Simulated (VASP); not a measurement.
Sc3B2P, 6 atoms in the cell. The structure is hexagonal, space group P6/mmm (No. 191). The conventional cell has a = 5.223 Å, b = 5.223 Å, c = 3.925 Å, α = 90.00°, β = 90.00°, γ = 120.00°. Within 3.3 Å of Sc (site symmetry mmm) lie 4 B at 2.47 Å and 4 Sc at 2.61 Å and 4 P at 3.27 Å. Within 3.3 Å of B (site symmetry -6m2) lie 6 Sc at 2.47 Å and 3 B at 3.02 Å and 3 P at 3.02 Å. Within 4.0 Å of P (site symmetry 6/mmm) lie 6 B at 3.02 Å and 12 Sc at 3.27 Å and 2 P at 3.92 Å. The cell was generated, and may not be a known phase.

| Quantity | Value |
| --- | --- |
| Program | VASP 6.6.1 |
| Task | relaxation of cell and atoms |
| Functional | PBE |
| Potentials or basis | VASP PAW PBE potentials, release 64 (Sc_sv, B, P) |
| Cutoff | 600 eV |
| k mesh | 6 × 6 × 4 |
| Occupations | gaussian, width 0.1 eV |
| Spin | no spin polarisation |
| Dipole correction | no |
| Further INCAR settings | ALGO = Normal; EDIFF = 1e-07; IBRION = 2; EDIFFG = -0.04; NSW = 90; ISIF = 3 |

Potentials or basis: VASP PAW PBE potentials, release 64 (Sc_sv, B, P).

The run is started by

```bash
$ cat potpaw_PBE.64/Sc_sv/POTCAR potpaw_PBE.64/B/POTCAR potpaw_PBE.64/P/POTCAR > POTCAR
$ mpirun -np 1 vasp_std > vasp.out
```

Hardware: 1 thread of Oxide Virtual Turin-like Processor (shared host).

Estimate the wall time of this run.

Run time: 14 min on 1 thread of Oxide Virtual Turin-like Processor (shared host), peak memory 0.24 GiB. Counts: scf iterations 115, k points 21, ion steps 10.
